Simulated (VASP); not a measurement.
Here is a VASP 6.6.1 calculation.

File INCAR:

```
PREC     = Accurate       # precision mode
ENCUT    = 520            # plane-wave cutoff, eV
EDIFF    = 1E-6           # SCF threshold, eV
ISMEAR   = 0              # smearing method
SIGMA    = 0.15           # smearing width, eV
LREAL    = F              # projectors in reciprocal space
LASPH    = T              # aspherical terms in the spheres
NELM     = 150            # most SCF steps
ALGO     = Normal         # electronic algorithm
ISIF     = 2              # what is computed and relaxed
LWAVE    = F              # write WAVECAR
LCHARG   = F              # write CHGCAR
ISPIN    = 2              # spin polarisation
MAGMOM   = 0.6            # initial moments
LORBIT   = 11             # projections on sites
NUPDOWN  = 0.6            # fixed moment
LMAXMIX  = 4              # l up to which the mixer works
GGA      = PE             # functional
NBANDS   = 16             # bands
```

The input KPOINTS:

```
Automatic mesh
0
Gamma
  22 22 22
```

POSCAR

```
Ti
1.0
   -1.6979213348      1.6979213348      1.6979213348
    1.6979213348     -1.6979213348      1.6979213348
    1.6979213348      1.6979213348     -1.6979213348
Ti
1
Direct
    0.0000000000      0.0000000000      0.0000000000
```

Potentials or basis: VASP PAW PBE potentials, release 64 (Ti_sv).

The run is started by

```sh
$ cat potpaw_PBE.64/Ti_sv/POTCAR > POTCAR
$ mpirun -np 1 vasp_std > vasp.out
```

(1) Predict the pressure.

## Answers

(1) -10.2 GPa.

Caveat: the cell stands under tension; the total moment is fixed, so each spin has its own Fermi level and the state may be an excited one.
